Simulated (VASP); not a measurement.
Here is a VASP 6.6.1 calculation.

INCAR

```
SYSTEM = CsPbCl3
PREC = Accurate
ENCUT = 520
EDIFF = 1E-7
ISMEAR = -1
SIGMA = 0.05
LREAL = .FALSE.
LASPH = .TRUE.
NELM = 150
ALGO = Normal
ISIF = 2
LWAVE = .FALSE.
LCHARG = .FALSE.
MAGMOM = 0 0 0 0 0 0 0 0 0 0 0 0 0 0 0
LORBIT = 11
LSORBIT = .TRUE.
GGA_COMPAT = .FALSE.
LORBMOM = .TRUE.
GGA = CA
NBANDS = 59
```

File KPOINTS:

```
Automatic mesh
0
G
  4 4 4
  0 0 0
```

POSCAR

```
CsPbCl3
1.0
    5.6050000000      0.0000000000      0.0000000000
    0.0000000000      5.6050000000      0.0000000000
    0.0000000000      0.0000000000      5.6050000000
Pb Cs Cl
1 1 3
Direct
    0.5000000000      0.5000000000      0.5000000000
    0.0000000000      0.0000000000      0.0000000000
    0.5000000000      0.0000000000      0.5000000000
    0.0000000000      0.5000000000      0.5000000000
    0.5000000000      0.5000000000      0.0000000000
```

Potentials or basis: VASP PAW LDA potentials, release 64 (Pb_d, Cs_sv, Cl).

Run with:

```console
$ cat potpaw_LDA.64/Pb_d/POTCAR potpaw_LDA.64/Cs_sv/POTCAR potpaw_LDA.64/Cl/POTCAR > POTCAR
$ mpirun -np 1 vasp_ncl > vasp.out
```

**Question.** Predict the net moment.

**Answer.** 0.00 μB per cell.

**Question.** Estimate the pressure.

**Answer.** -1.2 GPa.

Moments on the atoms (μB; x, y, z):
```
Pb  0.00 0.00 0.00
Cs  0.00 0.00 0.00
Cl  0.00 0.00 0.00
Cl  0.00 0.00 0.00
Cl  0.00 0.00 0.00
```
